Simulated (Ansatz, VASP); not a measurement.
ZnS: VASP beside Ansatz

```
Zn S
1.0
     3.80622    0.00000    0.00000
    -1.90311    3.29628    0.00000
     0.00000    0.00000    6.24656
Zn S
2 2
Direct
  0.33333 0.66667 0.00540
  0.66667 0.33333 0.50540
  0.33333 0.66667 0.37960
  0.66667 0.33333 0.87960
```

Alike in both runs: functional r2SCAN; k mesh 12 × 12 × 8; occupations fermi-dirac, width 0.05 eV; no spin polarisation.

Ansatz relaxed the structure, and its values are those at the end. VASP's run is a single point on that final structure, the one shown.

```csv
,VASP,Ansatz
version,VASP 6.6.1,Ansatz 0.2.0
potentials or method,"VASP PAW PBE potentials, release 64 (Zn, S)","PAW with Ansatz's default frozen-core files, scalar-relativistic"
plane-wave cutoff (eV),520,500
valence electrons in the cell,36,36
```

Ansatz gave:

| Item | Value |
| --- | --- |
| gap on the k mesh at the Fermi level (eV) | 2.78 |
| pressure (GPa) | 0.0 |

Question: Estimate VASP's values.

Answer: gap on the k mesh at the Fermi level (eV): 2.79; pressure (GPa): 0.0.

VASP's potentials were made for PBE, not for r2SCAN.
